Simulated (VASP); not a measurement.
# NbTe8Mo3 (P-6m2) in VASP: notebook

NbTe8Mo3 is run at these levels: PBE; tasks: single point.

All numbers are computed with VASP 6.6.1; they aren't measurements. Logs are shortened: lines on timing, memory, paths and dates and some standing lists are left out, and cuts for length are marked.

### Step 1. The cell of the first run

The structure is hexagonal, space group P-6m2 (No. 187). Conventional cell: a = 3.585 Å, b = 3.585 Å, c = 34.606 Å, α = 90.00°, β = 90.00°, γ = 120.00°. Within 3.7 Å of Nb (site symmetry -6m2) lie 6 Te at 2.80 Å and 6 Nb at 3.58 Å. Within 3.6 Å of Te (site symmetry 3m) lie 3 Mo at 2.74 Å and 7 Te at 3.58 to 3.60 Å. Te (site symmetry 3m) has 3 Mo at 2.74 Å and 7 Te at 3.58 to 3.60 Å within 3.6 Å. Te (site symmetry 3m) has 3 Mo at 2.74 Å and 7 Te at 3.58 to 3.60 Å within 3.6 Å. Within 3.8 Å of Te (site symmetry 3m) lie 3 Nb at 2.80 Å and 7 Te at 3.58 to 3.78 Å. Mo (site symmetry 3m) has 6 Te at 2.74 Å and 6 Mo at 3.58 Å within 3.6 Å. Mo (site symmetry -6m2) has 6 Te at 2.74 Å and 6 Mo at 3.58 Å within 3.6 Å.

### Step 2. Single point, PBE, collinear spin

The input, INCAR:

```
ALGO = Normal
EDIFF = 1E-7
ENCUT = 520
GGA = PE
ISIF = 2
ISMEAR = 0
ISPIN = 2
LASPH = True
LCHARG = False
LMAXMIX = 4
LORBIT = 11
LREAL = False
LWAVE = False
MAGMOM = 0.33 0 0 0 0 0 0 0 0 0 0 0
NBANDS = 68
NELM = 150
PREC = Accurate
SIGMA = 0.2
```

The input, KPOINTS:

```
k-points
0
Gamma
  6 6 1
```

The input, POSCAR:

```
NbTe8Mo3
1.0
    3.5847310603      0.0000000000      0.0000000000
   -1.7923655301      3.1044681639      0.0000000000
    0.0000000000      0.0000000000     34.6056968158
Nb Te Mo
1 8 3
Direct
    0.0000000000      0.0000000000      0.0000000000
    0.3333333333      0.6666666667      0.1982898374
    0.3333333333      0.6666666667      0.4480575203
    0.3333333333      0.6666666667      0.6978214418
    0.3333333333      0.6666666667      0.9453720412
    0.3333333333      0.6666666667      0.0546279588
    0.3333333333      0.6666666667      0.3021785582
    0.3333333333      0.6666666667      0.5519424797
    0.3333333333      0.6666666667      0.8017101626
    0.0000000000      0.0000000000      0.2502337351
    0.0000000000      0.0000000000      0.5000000000
    0.0000000000      0.0000000000      0.7497662649
```

Potentials or basis: VASP PAW PBE potentials, release 64 (Nb_sv, Te, Mo_sv).

On the command line:

```sh
$ cat potpaw_PBE.64/Nb_sv/POTCAR potpaw_PBE.64/Te/POTCAR potpaw_PBE.64/Mo_sv/POTCAR > POTCAR
$ mpirun -np 1 vasp_std > vasp.out
```

OUTCAR:

```text
EDIFF = 1E-7
   ENCUT = 520
   GGA = PE
   ISIF = 2
   ISMEAR = 0
   ISPIN = 2
   LASPH = True
   LORBIT = 11
   LREAL = False
   NELM = 150
   PREC = Accurate

 ion  position               nearest neighbor table
   1  0.000  0.000  0.000-   5 2.80   6 2.80   5 2.80   6 2.80   5 2.80   6 2.80
   2  0.333  0.667  0.198-  10 2.74  10 2.74  10 2.74   7 3.60
   3  0.333  0.667  0.448-  11 2.74  11 2.74  11 2.74   8 3.60
   4  0.333  0.667  0.698-  12 2.74  12 2.74  12 2.74   9 3.60
   5  0.333  0.667  0.945-   1 2.80   1 2.80   1 2.80
   6  0.333  0.667  0.055-   1 2.80   1 2.80   1 2.80
   7  0.333  0.667  0.302-  10 2.74  10 2.74  10 2.74   2 3.60
   8  0.333  0.667  0.552-  11 2.74  11 2.74  11 2.74   3 3.60
   9  0.333  0.667  0.802-  12 2.74  12 2.74  12 2.74   4 3.60
  10  0.000  0.000  0.250-   2 2.74   2 2.74   2 2.74   7 2.74   7 2.74   7 2.74
  11  0.000  0.000  0.500-   3 2.74   8 2.74   3 2.74   8 2.74   3 2.74   8 2.74
  12  0.000  0.000  0.750-   9 2.74   9 2.74   9 2.74   4 2.74   4 2.74   4 2.74

  LATTYP: Found a hexagonal cell.
 ALAT       =     3.5847310603
 C/A-ratio  =     9.6536382322

  Lattice vectors:

 A1 = (   3.5847310603,   0.0000000000,   0.0000000000)
 A2 = (  -1.7923655301,   3.1044681639,   0.0000000000)
 A3 = (   0.0000000000,   0.0000000000,  34.6056968158)

Analysis of symmetry for initial positions (statically):
=====================================================================
 Subroutine PRICEL returns:
 Original cell was already a primitive cell.

 Routine SETGRP: Setting up the symmetry group for a
 hexagonal supercell.

 Subroutine GETGRP returns: Found 12 space group operations
 (whereof 12 operations were pure point group operations)
 out of a pool of 24 trial point group operations.

The static configuration has the point symmetry D_3h.

Analysis of symmetry for dynamics (positions and initial velocities):
=====================================================================
 Subroutine PRICEL returns:
 Original cell was already a primitive cell.

 Routine SETGRP: Setting up the symmetry group for a
 hexagonal supercell.

 Subroutine GETGRP returns: Found 12 space group operations
 (whereof 12 operations were pure point group operations)
 out of a pool of 24 trial point group operations.

The dynamic configuration has the point symmetry D_3h.

Analysis of structural, dynamic, and magnetic symmetry:
=====================================================================
 Subroutine PRICEL returns:
 Original cell was already a primitive cell.

 Routine SETGRP: Setting up the symmetry group for a
 hexagonal supercell.

 Subroutine GETGRP returns: Found 12 space group operations
 (whereof 12 operations were pure point group operations)
 out of a pool of 24 trial point group operations.

The overall configuration has the point symmetry D_3h.

 Subroutine INISYM returns: Found 12 space group operations
 (whereof 12 operations are pure point group operations),
 and found     1 'primitive' translations

----------------------------------------------------------------------------------------

                                     Primitive cell

  volume of cell :     385.1158

  direct lattice vectors                    reciprocal lattice vectors
     3.584731060  0.000000000  0.000000000     0.278960955  0.161058182  0.000000000
    -1.792365530  3.104468164  0.000000000     0.000000000  0.322116365  0.000000000
     0.000000000  0.000000000 34.605696816     0.000000000  0.000000000  0.028896976

  length of vectors
     3.584731060  3.584731060 34.605696816     0.322116365  0.322116365  0.028896976

  position of ions in fractional coordinates (direct lattice)
     0.000000000  0.000000000  0.000000000
     0.333333333  0.666666667  0.198289837
     0.333333333  0.666666667  0.448057520
     0.333333333  0.666666667  0.697821442
     0.333333333  0.666666667  0.945372041
     0.333333333  0.666666667  0.054627959
     0.333333333  0.666666667  0.302178558
[... 70 lines left out ...]
   LSORBIT =      F    spin-orbit coupling
   LASPH  =      T    aspherical Exc in radial PAW
   ENCUT  =  520.0 eV  38.22 Ry    6.18 a.u.   6.67  6.67 64.34*2*pi/ulx,y,z
   NELM   =    150;   NELMIN=  2; NELMDL= -5     # of ELM steps
   EDIFF  = 0.1E-06   stopping-criterion for ELM
   LREAL  =      F    real-space projection
   EDIFFG = 0.1E-05   stopping-criterion for IOM
   NSW    =      0    number of steps for IOM
   IBRION =     -1    ionic relax: 0-MD 1-quasi-New 2-CG
   NFREE  =      0    steps in history (QN), initial steepest desc. (CG)
   ISIF   =      2    stress and relaxation
   ISYM   =      2    0-nonsym 1-usesym 2-fastsym
   POTIM  = 0.5000    time-step for ionic-motion
   TEBEG  =    0.0;   TEEND  =   0.0 temperature during run
   PSTRESS=    0.0 pullay stress
   NELECT =     103.0000    total number of electrons
   NUPDOWN=      -1.0000    fix difference up-down
   EMIN   =  10.00;   EMAX   =-10.00  energy-range for DOS
   EFERMI =   0.00;   METHOD = LEGACY
   ISMEAR =     0;   SIGMA  =   0.20  broadening in eV -4-tet -1-fermi 0-gaus
   EFERMI_NEDOS =   21; number of points for ismear=-14 and -15
   IALGO  =     38    algorithm
   IMIX   =      4    mixing-type and parameters
     AMIX     =   0.40;   BMIX     =  1.00
     AMIX_MAG =   1.60;   BMIX_MAG =  1.00
  volume/ion in A,a.u.               =      32.09       216.57
  Fermi-wavevector in a.u.,A,eV,Ry     =   1.054768  1.993222 15.136953  1.112535
  Thomas-Fermi vector in A             =   2.189940
   LORBIT       =     11    0 simple, 1 ext, 2 COOP (PROOUT), +10 PAW based schemes
   GGA     = PE    functional components
   LHFCALC =     F    Hartree Fock is set to
   AEXX    =    0.0000 exact exchange contribution
   IVDW    =     0    specifies the selected vdW correction
   LEPSILON=     F    determine dielectric tensor
   LRPA    =     F    only Hartree local field effects (RPA)
 spin polarized calculation
 Gauss-broadening in eV      SIGMA  =   0.20
  energy-cutoff  :      520.00
  volume of cell :      385.12
 maximum number of plane-waves:     10485
 NGX is ok and might be reduce to    28
   NGX = 13   NGY = 13   NGZ =129

 number of electron     102.9999995 magnetization       0.0006162

 number of electron     102.9999995 magnetization      -0.0013081

 Free energy of the ion-electron system (eV)
  ---------------------------------------------------
  ext. energy  EPLUGINS =         0.00000000
  ---------------------------------------------------
  free energy    TOTEN  =       -71.84872691 eV

  energy without entropy =      -71.77207319  energy(sigma->0) =      -71.81040005

 E-fermi :   5.3782     XC(G=0):  -8.8297

 val. band max:        5.3288432245   @ k =   0.1667   0.1667   0.0000
 cond. band min:       5.3945459619   @ k =   0.0000   0.0000   0.0000
 fundamental gap:      0.0657027374
 Fermi energy:         5.3782107521

 spin component 1

 k-point     1 :       0.0000    0.0000    0.0000
  band No.  band energies     occupation
      1     -55.6097      1.00000
      2     -55.5668      1.00000
      3     -55.5668      1.00000
      4     -49.4757      1.00000
      5     -29.7408      1.00000
      6     -29.6974      1.00000
[... 451 lines left out ...]
     62       7.6169      0.00000
     63       7.7091      0.00000
 Fermi energy:         5.3782107521

 spin component 2

 k-point     1 :       0.0000    0.0000    0.0000
  band No.  band energies     occupation
      1     -55.6097      1.00000
      2     -55.5668      1.00000
      3     -55.5668      1.00000
      4     -49.4762      1.00000
      5     -29.7408      1.00000
      6     -29.6974      1.00000
[... 451 lines left out ...]
     62       7.6169      0.00000
     63       7.7088      0.00000
 [bands above 63 left out]

------------------------ aborting loop because EDIFF is reached ----------------------------------------

  FORCE on cell =-STRESS in cart. coord.  units (eV):
  Direction    XX          YY          ZZ          XY          YZ          ZX
  --------------------------------------------------------------------------------------
  -------------------------------------------------------------------------------------
  Total       -0.2622444     -0.2622444      0.2171251     -0.0000000     -0.0000000      0.0000000
  in kB       -1.0910017     -1.0910017      0.9032941     -0.0000000     -0.0000000      0.0000000
  external PRESSURE =      -0.4262365 kB  Pullay stress =       0.0000000 kB

 VOLUME and BASIS-vectors are now :
 -----------------------------------------------------------------------------
  energy-cutoff  :      520.00
  volume of cell :      385.12
      direct lattice vectors                 reciprocal lattice vectors
     3.584731060  0.000000000  0.000000000     0.278960955  0.161058182  0.000000000
    -1.792365530  3.104468164  0.000000000     0.000000000  0.322116365  0.000000000
     0.000000000  0.000000000 34.605696816     0.000000000  0.000000000  0.028896976

 POSITION                                       TOTAL-FORCE (eV/Angst)
 -----------------------------------------------------------------------------------
      0.00000      0.00000      0.00000         0.000000     -0.000000      0.000000
     -0.00000      2.06965      6.86196        -0.000000     -0.000000     -0.021863
     -0.00000      2.06965     15.50534         0.000000      0.000000     -0.015579
     -0.00000      2.06965     24.14860         0.000000     -0.000000     -0.013289
     -0.00000      2.06965     32.71526         0.000000     -0.000000     -0.014943
     -0.00000      2.06965      1.89044         0.000000     -0.000000      0.014943
     -0.00000      2.06965     10.45710         0.000000     -0.000000      0.013289
     -0.00000      2.06965     19.10035         0.000000     -0.000000      0.015579
     -0.00000      2.06965     27.74374        -0.000000     -0.000000      0.021863
      0.00000      0.00000      8.65951        -0.000000      0.000000      0.006591
      0.00000      0.00000     17.30285        -0.000000     -0.000000      0.000000
      0.00000      0.00000     25.94618        -0.000000      0.000000     -0.006591
 -----------------------------------------------------------------------------------
    total drift:                                0.000001     -0.000001      0.000000

  FREE ENERGIE OF THE ION-ELECTRON SYSTEM (eV)
  ---------------------------------------------------
  free  energy   TOTEN  =       -71.8487269085 eV

  energy  without entropy=      -71.7720731939  energy(sigma->0) =      -71.81040005

 total charge

# of ion       s       p       d       tot
------------------------------------------
    1        2.144   6.000   2.452  10.596
    2        1.384   1.969   0.057   3.410
    3        1.383   1.970   0.057   3.411
    4        1.383   1.971   0.057   3.411
    5        1.383   1.994   0.051   3.428
    6        1.383   1.994   0.051   3.428
    7        1.383   1.971   0.057   3.411
    8        1.383   1.970   0.057   3.411
    9        1.384   1.969   0.057   3.410
   10        2.249   6.138   3.946  12.333
   11        2.249   6.138   3.946  12.333
   12        2.249   6.138   3.946  12.333
--------------------------------------------------
tot         19.959  40.221  14.732  74.912

 magnetization (x)

# of ion       s       p       d       tot
------------------------------------------
    1       -0.000  -0.000  -0.001  -0.001
    2        0.000   0.000  -0.000   0.000
    3        0.000   0.000  -0.000   0.000
    4        0.000  -0.000  -0.000  -0.000
    5        0.000  -0.000  -0.000  -0.000
    6        0.000  -0.000  -0.000  -0.000
    7        0.000  -0.000  -0.000  -0.000
    8        0.000   0.000  -0.000   0.000
    9        0.000   0.000  -0.000   0.000
   10       -0.000  -0.000   0.000   0.000
   11        0.000   0.000   0.000   0.000
   12       -0.000  -0.000   0.000   0.000
--------------------------------------------------
tot         -0.000  -0.000  -0.001  -0.001
```

It took 45 min on 1 thread of Oxide Virtual Turin-like, shared host; peak memory 0.81 GiB.

Results:

```
Free energy                                           : -71.8487 eV
Pressure                                              : 0.0 GPa
Largest force                                         : 0.022 eV/Å
Net moment                                            : 0.00 μB per cell
Valence electrons inside the program's atomic spheres : Nb 10.60; Te 3.41, 3.43 (each value once); Mo 12.33
```

Forces in eV/Å, atoms in the order of the input:
```
Nb   0.000  0.000  0.000
Te   0.000  0.000 -0.022
Te   0.000  0.000 -0.016
Te   0.000  0.000 -0.013
Te   0.000  0.000 -0.015
Te   0.000  0.000  0.015
Te   0.000  0.000  0.013
Te   0.000  0.000  0.016
Te   0.000  0.000  0.022
Mo   0.000  0.000  0.007
Mo   0.000  0.000  0.000
Mo   0.000  0.000 -0.007
```

Caveat: spin-orbit coupling is left out, which moves the levels of the heavy elements; this functional lacks dispersion, which binds layers or chains, so the pressure and a relaxed spacing across them are unreliable.

### Step 3. Single point, PBE, collinear spin

The input, INCAR:

```
ALGO = Normal
EDIFF = 1E-6
ENCUT = 520
GGA = PE
ISIF = 2
ISMEAR = 0
ISPIN = 2
LASPH = True
LCHARG = False
LMAXMIX = 4
LORBIT = 11
LREAL = False
LWAVE = False
MAGMOM = 1 0 0 0 0 0 0 0 0 1 1 1
NBANDS = 68
NELM = 150
PREC = Accurate
SIGMA = 0.1
```

KPOINTS is that of step 2.

The input, POSCAR:

```
NbTe8Mo3
1.0
    3.5823704174      0.0000000000      0.0000000000
   -1.7911852087      3.1024237872      0.0000000000
    0.0000000000      0.0000000000     34.5912382361
Nb Te Mo
1 8 3
Direct
    0.0000000000      0.0000000000      0.0000000000
    0.3333333333      0.6666666667      0.1984154784
    0.3333333333      0.6666666667      0.4480173624
    0.3333333333      0.6666666667      0.6976110090
    0.3333333333      0.6666666667      0.9452244773
    0.3333333333      0.6666666667      0.0547755227
    0.3333333333      0.6666666667      0.3023889910
    0.3333333333      0.6666666667      0.5519826376
    0.3333333333      0.6666666667      0.8015845216
    0.0000000000      0.0000000000      0.2504065321
    0.0000000000      0.0000000000      0.5000000000
    0.0000000000      0.0000000000      0.7495934679
```

Potentials or basis: VASP PAW PBE potentials, release 64 (Nb_sv, Te, Mo_sv).

On the command line:

```sh
$ cat potpaw_PBE.64/Nb_sv/POTCAR potpaw_PBE.64/Te/POTCAR potpaw_PBE.64/Mo_sv/POTCAR > POTCAR
$ mpirun -np 1 vasp_std > vasp.out
```

Run time: 29 min. Hardware: 1 thread of Oxide Virtual Turin-like, shared host; peak memory 0.8 GiB.

Results (log left out):

| Quantity | Value |
| --- | --- |
| Free energy | -71.8209 eV |
| Pressure | 0.0 GPa |
| Largest force | 0.073 eV/Å |
| Net moment | 0.47 μB per cell |
| Site moments | Nb +0.29; Te +0.00, +0.01 (each value once); Mo +0.00, -0.00 (each value once) μB |
| Valence electrons inside the program's atomic spheres | Nb 10.59; Te 3.41, 3.43 (each value once); Mo 12.33, 12.34 (each value once) |

Forces on the atoms (eV/Å):
```
Nb   0.000  0.000  0.000
Te   0.000  0.000 -0.016
Te   0.000  0.000 -0.017
Te   0.000  0.000 -0.016
Te   0.000  0.000  0.073
Te   0.000  0.000 -0.073
Te   0.000  0.000  0.016
Te   0.000  0.000  0.017
Te   0.000  0.000  0.016
Mo   0.000  0.000 -0.002
Mo   0.000  0.000  0.000
Mo   0.000  0.000  0.002
```

Stress tensor (GPa, compression positive):
```
 0.04  0.00  0.00
 0.00  0.04  0.00
 0.00  0.00 -0.05
```

Levels at points of the mesh, in eV from the Fermi level:
Spin up:
```
           k point  band 50  band 51  band 52  band 53  band 54  band 55
(0.00, 0.00, 0.00)    -0.26    -0.26    -0.15     2.80     2.80     2.83
(0.50, 0.00, 0.00)    -0.52    -0.52    -0.10     1.17     1.20     1.20
```
Spin down:
| k point | band 47 | band 48 | band 49 | band 50 | band 51 | band 52 | band 53 | band 54 | band 55 | band 56 |
| --- | --- | --- | --- | --- | --- | --- | --- | --- | --- | --- |
| (0.00, 0.00, 0.00) | -0.62 | -0.47 | -0.42 | -0.15 | -0.15 | 0.17 | 2.80 | 2.80 | 2.83 | 2.83 |
| (0.50, 0.00, 0.00) | -0.82 | -0.55 | -0.52 | -0.52 | -0.29 | -0.07 | 1.17 | 1.20 | 1.20 | 1.50 |

Caveat: spin-orbit coupling is left out, which moves the levels of the heavy elements; this functional lacks dispersion, which binds layers or chains, so the pressure and a relaxed spacing across them are unreliable.
